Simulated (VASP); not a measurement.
# BaO (Fm-3m) in VASP: G0W0 quasiparticle levels with PBEsol

Aim: the G0W0 quasiparticle levels of BaO with PBEsol.

All numbers are computed with VASP 6.6.1; they aren't measurements. Logs are shortened: lines on timing, memory, paths and dates and some standing lists are left out, and cuts for length are marked.

## (1) The cell of the first run

Symmetry: Fm-3m, No. 225, cubic system. Conventional cell: a = 5.490 Å, b = 5.490 Å, c = 5.490 Å, α = 90.00°, β = 90.00°, γ = 90.00°. Ba (site symmetry m-3m) has 6 O at 2.75 Å within 3.6 Å. O (site symmetry m-3m) has 6 Ba at 2.75 Å within 3.6 Å.

## (2) G0W0 quasiparticle levels, PBEsol

POSCAR

```
BaO
1.0
    0.0000000000      2.7450625122      2.7450625122
    2.7450625122      0.0000000000      2.7450625122
    2.7450625122      2.7450625122      0.0000000000
Ba O
1 1
Direct
    0.0000000000      0.0000000000      0.0000000000
    0.5000000000      0.5000000000      0.5000000000
```

INCAR.step1

```
SYSTEM = BaO
PREC     = Accurate       ! precision mode
ENCUT    = 500            ! plane-wave cutoff, eV
EDIFF    = 1E-8           ! SCF threshold, eV
ISMEAR   = 0              ! smearing method
SIGMA    = 0.01           ! smearing width, eV
LREAL    = .FALSE.        ! projectors in reciprocal space
LASPH    = .TRUE.         ! aspherical terms in the spheres
NELM     = 60             ! most SCF steps
ALGO     = Normal         ! electronic algorithm
LWAVE    = .TRUE.         ! write WAVECAR
LCHARG   = .FALSE.        ! write CHGCAR
GGA      = PS             ! functional
```

INCAR.step2

```
SYSTEM = BaO
PREC     = Accurate       ! precision mode
ENCUT    = 500            ! plane-wave cutoff, eV
EDIFF    = 1E-8           ! SCF threshold, eV
ISMEAR   = 0              ! smearing method
SIGMA    = 0.01           ! smearing width, eV
LREAL    = .FALSE.        ! projectors in reciprocal space
LASPH    = .TRUE.         ! aspherical terms in the spheres
NELM     = 1              ! most SCF steps
ALGO     = Exact          ! electronic algorithm
LWAVE    = .TRUE.         ! write WAVECAR
LCHARG   = .FALSE.        ! write CHGCAR
GGA      = PS             ! functional
NBANDS   = 234            ! bands
LOPTICS  = .TRUE.         ! frequency-dependent dielectric function
ISTART   = 1
```

INCAR.step3

```
SYSTEM = BaO
PREC     = Accurate       ! precision mode
ENCUT    = 500            ! plane-wave cutoff, eV
EDIFF    = 1E-8           ! SCF threshold, eV
ISMEAR   = 0              ! smearing method
SIGMA    = 0.01           ! smearing width, eV
LREAL    = .FALSE.        ! projectors in reciprocal space
LASPH    = .TRUE.         ! aspherical terms in the spheres
ALGO     = EVGW0          ! electronic algorithm
LWAVE    = .FALSE.        ! write WAVECAR
LCHARG   = .FALSE.        ! write CHGCAR
GGA      = PS             ! functional
NELMGW   = 1            
NBANDS   = 234            ! bands
ENCUTGW  = 180.0          ! cutoff of the response function
NOMEGA   = 96             ! frequency points
PRECFOCK = Fast         
ISTART   = 1            
NBANDSGW = 16           
OMEGAMAX = 20
```

KPOINTS

```
Automatic mesh
0
G
  4 4 4
  0 0 0
```

Potentials or basis: VASP PAW PBE potentials, release 64 (Ba_sv_GW, O_GW).

Run with:

```
> cat potpaw_PBE.64/Ba_sv_GW/POTCAR potpaw_PBE.64/O_GW/POTCAR > POTCAR
> cp INCAR.step1 INCAR
> mpirun -np 1 vasp_std > vasp.out
> cp INCAR.step2 INCAR
> mpirun -np 1 vasp_std > vasp.out
> cp INCAR.step3 INCAR
> mpirun -np 1 vasp_std > vasp.out
```

OUTCAR:

```text
SYSTEM = BaO
   PREC = Accurate
   ENCUT = 500
   EDIFF = 1E-8
   ISMEAR = 0
   LREAL = .FALSE.
   LASPH = .TRUE.
   GGA = PS
   NELMGW = 1
   ENCUTGW = 180.0
   PRECFOCK = Fast
   ISTART = 1

 ion  position               nearest neighbor table
   1  0.000  0.000  0.000-
   2  0.500  0.500  0.500-

  LATTYP: Found a face centered cubic cell.
 ALAT       =     5.4901250244

  Lattice vectors:

 A1 = (   0.0000000000,   2.7450625122,   2.7450625122)
 A2 = (   2.7450625122,   0.0000000000,   2.7450625122)
 A3 = (   2.7450625122,   2.7450625122,   0.0000000000)

Analysis of symmetry for initial positions (statically):
=====================================================================
 Subroutine PRICEL returns:
 Original cell was already a primitive cell.

 Routine SETGRP: Setting up the symmetry group for a
 face centered cubic supercell.

 Subroutine GETGRP returns: Found 48 space group operations
 (whereof 48 operations were pure point group operations)
 out of a pool of 48 trial point group operations.

The static configuration has the point symmetry O_h .

Analysis of symmetry for dynamics (positions and initial velocities):
=====================================================================
 Subroutine PRICEL returns:
 Original cell was already a primitive cell.

 Routine SETGRP: Setting up the symmetry group for a
 face centered cubic supercell.

 Subroutine GETGRP returns: Found 48 space group operations
 (whereof 48 operations were pure point group operations)
 out of a pool of 48 trial point group operations.

The dynamic configuration has the point symmetry O_h .

 Subroutine INISYM returns: Found 48 space group operations
 (whereof 48 operations are pure point group operations),
 and found     1 'primitive' translations

----------------------------------------------------------------------------------------

                                     Primitive cell

  volume of cell :      41.3701

  direct lattice vectors                    reciprocal lattice vectors
     0.000000000  2.745062512  2.745062512    -0.182145214  0.182145214  0.182145214
     2.745062512  0.000000000  2.745062512     0.182145214 -0.182145214  0.182145214
     2.745062512  2.745062512  0.000000000     0.182145214  0.182145214 -0.182145214

[... 46 lines left out ...]
  0.500000  0.500000  0.000000      3.000000
 -0.250000  0.500000  0.250000      6.000000
   k-points           NKPTS =      8   k-points in BZ     NKDIM =     64   number of bands    NBANDS=    234
   number of dos      NEDOS =    301   number of ions     NIONS =      2
   total plane-waves  NPLWV =  21952
   dimension x,y,z NGX =    28 NGY =   28 NGZ =   28
   dimension x,y,z NGXF=    56 NGYF=   56 NGZF=   56
   ions per type =               1   1
   NGX,Y,Z   is equivalent  to a cutoff of  11.99, 11.99, 11.99 a.u.
   NGXF,Y,Z  is equivalent  to a cutoff of  23.98, 23.98, 23.98 a.u.
 SYSTEM =  BaO
   PREC   = accura    normal or accurate (medium, high low for compatibility)
   ISTART =      1    job   : 0-new  1-cont  2-samecut
   ICHARG =      0    charge: 1-file 2-atom 10-const
   ISPIN  =      1    spin polarized calculation?
   LNONCOLLINEAR =      F non collinear calculations
   LSORBIT =      F    spin-orbit coupling
   LASPH  =      T    aspherical Exc in radial PAW
   ENCUT  =  500.0 eV  36.75 Ry    6.06 a.u.   7.08  7.08  7.08*2*pi/ulx,y,z
   NELM   =     60;   NELMIN=  2; NELMDL=  0     # of ELM steps
   EDIFF  = 0.1E-07   stopping-criterion for ELM
   LREAL  =      F    real-space projection
   EDIFFG = 0.1E-06   stopping-criterion for IOM
   NSW    =      0    number of steps for IOM
   IBRION =     -1    ionic relax: 0-MD 1-quasi-New 2-CG
   NFREE  =      0    steps in history (QN), initial steepest desc. (CG)
   ISIF   =      0    stress and relaxation
   ISYM   =      3    0-nonsym 1-usesym 2-fastsym
   POTIM  = 0.5000    time-step for ionic-motion
   TEBEG  =    0.0;   TEEND  =   0.0 temperature during run
   PSTRESS=    0.0 pullay stress
   NELECT =      16.0000    total number of electrons
   NUPDOWN=      -1.0000    fix difference up-down
   EMIN   =  10.00;   EMAX   =-10.00  energy-range for DOS
   EFERMI =   0.00;   METHOD = LEGACY
   ISMEAR =     0;   SIGMA  =   0.01  broadening in eV -4-tet -1-fermi 0-gaus
   EFERMI_NEDOS =   21; number of points for ismear=-14 and -15
   IALGO  =     38    algorithm
   IMIX   =      4    mixing-type and parameters
     AMIX     =   0.40;   BMIX     =  1.00
     AMIX_MAG =   1.60;   BMIX_MAG =  1.00
  volume/ion in A,a.u.               =      20.69       139.59
  Fermi-wavevector in a.u.,A,eV,Ry     =   1.192759  2.253987 19.356645  1.422673
  Thomas-Fermi vector in A             =   2.328789
   LORBIT       =      0    0 simple, 1 ext, 2 COOP (PROOUT), +10 PAW based schemes
   GGA     = PS    functional components
   LHFCALC =     T    Hartree Fock is set to
   PRECFOCK=fast      Normal, Fast or Accurate (Low or Medium for compatibility)
   ENCUT4O =  -1.0   cutoff for four orbital integrals eV
   NKREDX  =     1    reduce k-point grid by
   NKREDY  =     1    reduce k-point grid by
   NKREDZ  =     1    reduce k-point grid by
   AEXX    =    1.0000 exact exchange contribution
   HFSCREEN=    0.0000 screening length (either q_TF or 0.3 A-1)
   HFSCREENC=   0.0000 screening length for correlation (either q_TF or 0.3 A-1)
   ENCUTFOCK=  -1.0 apply spherical cutoff to Coloumb kernel
   IVDW    =     0    specifies the selected vdW correction
   LEPSILON=     F    determine dielectric tensor
   LRPA    =     F    only Hartree local field effects (RPA)
   LRPAFORCE           =     F    calculate RPA forces
   ENCUTGW             = 180.0    cutoff for response function in eV
   ENCUTGWSOFT         = 144.0    soft cutoff for Coulomb kernel in GW response function in eV
   ENCUTLF             =  -1.0    cutoff for local field effects
   NELMGW              =     1    number of iterations in solving QP/BSE equation
   NELMHF              =     1    number of iterations in the inner HF iteration
   NKREDLFX            =     1    NKREDLFY  =   1   NKREDLFZ  =   1
 non-spin polarized calculation
 Gauss-broadening in eV      SIGMA  =   0.01
  energy-cutoff  :      500.00
  volume of cell :       41.37
 maximum number of plane-waves:      1067
  NGX = 16; NGY = 16; NGZ = 16
   NGX = 15   NGY = 15   NGZ = 15
 maximum number of plane-waves:       259

 QP shifts <psi_nk| G(iteration)W_0 |psi_nk>: iteration 1
 for sc-GW calculations column KS-energies equals QP-energies in previous step
 and V_xc(KS)=  KS-energies - (<T + V_ion + V_H > + <T+V_H+V_ion>^1  + <V_x>^1)

 k-point   1 :       0.0000    0.0000    0.0000
  band No.  KS-energies  QP-energies   sigma(KS)   V_xc(KS)     V^pw_x(r,r')   Z            occupation Imag(sigma)

      1     -21.3126     -22.3101     -16.6953     -15.0944     -24.4436       0.6231       2.0000       1.3907
      2     -10.5719     -11.9238     -21.5012     -19.2806     -30.6128       0.6088       2.0000       0.6094
      3      -5.7577      -7.3938     -16.4631     -14.3683     -19.3274       0.7810       2.0000       0.1393
      4      -5.7577      -7.3938     -16.4631     -14.3683     -19.3274       0.7810       2.0000       0.1393
      5      -5.7577      -7.3938     -16.4631     -14.3683     -19.3274       0.7810       2.0000       0.1393
      6       3.9021       3.1378     -19.0976     -18.0315     -23.1452       0.7169       2.0000       0.0744
[... 135 lines left out ...]
      2     -10.9992     -12.3435     -20.8522     -18.6891     -30.0084       0.6214       2.0000       0.6218
      3      -6.9397      -8.5237     -15.6801     -13.5436     -19.0110       0.7414       2.0000       0.2361
      4      -6.9397      -8.5237     -15.6801     -13.5436     -19.0110       0.7414       2.0000       0.2361
      5      -5.8329      -7.4873     -16.7684     -14.6586     -19.8136       0.7842       2.0000       0.1557
      6       2.9518       2.1144     -17.8891     -16.7129     -22.0280       0.7119       2.0000       0.0913
[... 8 lines left out ...]
     15      14.4924      15.5441     -10.5736     -11.9263      -5.3521       0.7775       0.0000      -0.2418
     16      14.8208      16.7366     -10.9147     -13.3984      -5.5197       0.7713       0.0000      -0.1316
```

OUTCAR.step1:

```text
SYSTEM = BaO
   PREC = Accurate
   ENCUT = 500
   EDIFF = 1E-8
   ISMEAR = 0
   LREAL = .FALSE.
   LASPH = .TRUE.
[... 321 lines left out ...]
      0.00000      0.00000      0.00000         0.000000      0.000000      0.000000
      2.74506      2.74506      2.74506        -0.000000     -0.000000     -0.000000
 -----------------------------------------------------------------------------------
    total drift:                                0.000000      0.000000      0.000000

  FREE ENERGIE OF THE ION-ELECTRON SYSTEM (eV)
  ---------------------------------------------------
  free  energy   TOTEN  =       -13.9229100942 eV

  energy  without entropy=      -13.9229100942  energy(sigma->0) =      -13.92291009
```

OUTCAR.step2:

```text
SYSTEM = BaO
   PREC = Accurate
   ENCUT = 500
   EDIFF = 1E-8
[... 721 lines left out ...]
  --------------------------------------------------------------------------------------------------------------
     0.00000     4.69048     4.69048     4.69048     0.00000     0.00000    -0.00000
     2.31175     4.04793     4.04793     4.04793     0.00000     0.00000    -0.00000
     4.62350     4.16999     4.16999     4.16999    -0.00000    -0.00000     0.00000
     6.93526     6.27619     6.27619     6.27619     0.00000     0.00000    -0.00000
     9.24701     0.18284     0.18284     0.18284    -0.00000    -0.00000     0.00000
    11.55876     0.39028     0.39028     0.39028     0.00000     0.00000    -0.00000
[... 92 lines left out ...]
   226.55172     0.98902     0.98902     0.98902    -0.00000     0.00000     0.00000
   228.86347     0.98925     0.98925     0.98925    -0.00000     0.00000     0.00000
```

It took 2.1 min on 1 thread of Intel Xeon 6975P-C (Granite Rapids), shared host; peak memory 0.63 GiB.

Results:

```
Quasiparticle gap                                   : 3.17 eV
Least direct quasiparticle gap                      : 3.17 eV
Band gap of the starting levels on the mesh         : 1.84 eV
Least direct gap of the starting levels on the mesh : 1.84 eV
```

Caveat: the k points lie up to 0.50 Å⁻¹ apart; bands, screening cutoff and mesh are small and nothing is extrapolated, so the quasiparticle values aren't converged; spin-orbit coupling is left out, which moves the levels of the heavy elements.
